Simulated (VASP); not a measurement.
Write the native input for VASP 6.6.1 that does the following.

- Task: single point
- Functional: LDA
- Potentials or basis: VASP PAW LDA potentials, release 64 (Sr_sv, O)
- Cutoff: 520 eV
- k mesh: 9 × 9 × 9
- Occupations: fermi-dirac, width 0.05 eV
- Spin: no spin polarisation
- Dipole correction: no
- Further INCAR settings: ALGO = Normal; EDIFF = 1e-06; NBANDS = 15

The structure of SrO lies in POSCAR:

```
SrO
1.0
    0.0000000000      2.5663000000      2.5663000000
    2.5663000000      0.0000000000      2.5663000000
    2.5663000000      2.5663000000      0.0000000000
Sr O
1 1
Direct
    0.5000000000      0.5000000000      0.5000000000
    0.0000000000      0.0000000000      0.0000000000
```

One way to write it, as run:

INCAR

```
PREC = Accurate
ENCUT = 520
EDIFF = 1E-6
ISMEAR = -1
SIGMA = 0.05
LREAL = False
LASPH = True
NELM = 60
ALGO = Normal
ISIF = 2
LWAVE = False
LCHARG = True
LELF = True
LVHAR = True
NBANDS = 15
```

KPOINTS

```
Automatic mesh
0
Gamma
  9 9 9
```

Potentials or basis: VASP PAW LDA potentials, release 64 (Sr_sv, O).

Command:

```console
$ cat potpaw_LDA.64/Sr_sv/POTCAR potpaw_LDA.64/O/POTCAR > POTCAR
$ mpirun -np 1 vasp_std > vasp.out
```

It gave:

```
Pressure               : -3.1 GPa
Band gap on the k mesh : 3.15 eV (least direct gap 3.24 eV)
```

Caveat: the cell stands under tension; an odd mesh through Γ misses points on the zone boundary, where band edges can lie.

It took 17 s on 1 thread of Intel Xeon 8259CL (shared host), peak memory 0.15 GiB.
